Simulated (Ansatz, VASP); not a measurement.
## Nb3Te8Mo in VASP and in Ansatz

INCAR

```
SYSTEM = Nb3Te8Mo
ALGO = Normal
EDIFF = 1E-6
ENCUT = 500
GGA = PE
GGA_COMPAT = .FALSE.
ISIF = 2
ISMEAR = 0
ISPIN = 2
LASPH = .TRUE.
LCHARG = .FALSE.
LMAXMIX = 4
LORBIT = 11
LREAL = .FALSE.
LWAVE = .FALSE.
MAGMOM = 1 1 1 0 0 0 0 0 0 0 0 1
NBANDS = 66
NELM = 200
PREC = Accurate
SIGMA = 0.1
```

File KPOINTS:

```
k-points
0
G
  6 6 1
  0 0 0
```

Contents of POSCAR:

```
Nb3Te8Mo
1.0
    3.6337391770      0.0000000000      0.0000000000
   -1.8168695885      3.1469104380      0.0000000000
    0.0000000000      0.0000000000     29.5807242147
Nb Te Mo
3 8 1
Direct
    0.0000000000      0.0000000000      0.7501582692
    0.0000000000      0.0000000000      0.2498417308
    0.0000000000      0.0000000000      0.5000000000
    0.6666666667      0.3333333333      0.9391375561
    0.6666666667      0.3333333333      0.1866598579
    0.6666666667      0.3333333333      0.4367790967
    0.6666666667      0.3333333333      0.6869182776
    0.3333333333      0.6666666667      0.8133401421
    0.3333333333      0.6666666667      0.0608624439
    0.3333333333      0.6666666667      0.3130817224
    0.3333333333      0.6666666667      0.5632209033
    0.0000000000      0.0000000000      0.0000000000
```

Input for Ansatz:

```yaml
crystal:
  lattice:
    - [3.633739177, 0.0, 0.0]
    - [-1.8168695885, 3.146910438, 0.0]
    - [0.0, 0.0, 29.5807242147]
  atoms:
    - { symbol: Nb, position: [0.0, 0.0, 0.7501582692], spin: 1.0 }
    - { symbol: Nb, position: [0.0, 0.0, 0.2498417308], spin: 1.0 }
    - { symbol: Nb, position: [0.0, 0.0, 0.5], spin: 1.0 }
    - { symbol: Te, position: [0.6666666667, 0.3333333333, 0.9391375561] }
    - { symbol: Te, position: [0.6666666667, 0.3333333333, 0.1866598579] }
    - { symbol: Te, position: [0.6666666667, 0.3333333333, 0.4367790967] }
    - { symbol: Te, position: [0.6666666667, 0.3333333333, 0.6869182776] }
    - { symbol: Te, position: [0.3333333333, 0.6666666667, 0.8133401421] }
    - { symbol: Te, position: [0.3333333333, 0.6666666667, 0.0608624439] }
    - { symbol: Te, position: [0.3333333333, 0.6666666667, 0.3130817224] }
    - { symbol: Te, position: [0.3333333333, 0.6666666667, 0.5632209033] }
    - { symbol: Mo, position: [0.0, 0.0, 0.0], spin: 1.0 }
basis:
  ecutwfc: 420
kpoints:
  mp_grid: { grid: [6, 6, 1] }
hamiltonian:
  xc: pbe
scf:
  occupations: { method: gaussian, width: 0.1 }
  lower_state_search: "off"
output:
  forces: true
  stress: true
  eigenvalues: true
  populations: true
magnetization:
  spin_polarized: true
```

Alike in both runs: task single point; functional PBE; k mesh 6 × 6 × 1; occupations gaussian, width 0.1 eV; collinear spin.

```csv
,VASP,Ansatz
version,VASP 6.6.1,Ansatz 0.2.0
potentials or method,"VASP PAW PBE potentials, release 64 (Nb_sv, Te, Mo_sv), cutoff 500 eV","scalar-relativistic, plane waves, PAW"
valence electrons in the cell,101,181
```

Ansatz gave:

* gap on the k mesh at the Fermi level (eV): none
* pressure (GPa): 0.1
* rms of the force components (eV/Å): 0.010
* net moment per atom (μB): 0.00

**Question.** Estimate VASP's values.

**Answer.** gap on the k mesh at the Fermi level (eV): none; pressure (GPa): 0.0; rms of the force components (eV/Å): 0.014; net moment per atom (μB): 0.00.

Atom by atom the forces differ by 0.004 eV/Å (rms over components). A gap of «none» marks a metal or a gap that the smearing closes. The functional is the same, so the differences come from potentials, cutoffs and numerics. VASP's potentials hold 101 valence electrons a cell and Ansatz's 181, so a difference there can come from the potentials and not from the codes. Ansatz's warnings: seeded moment not kept.

Neither program's run includes spin-orbit coupling.
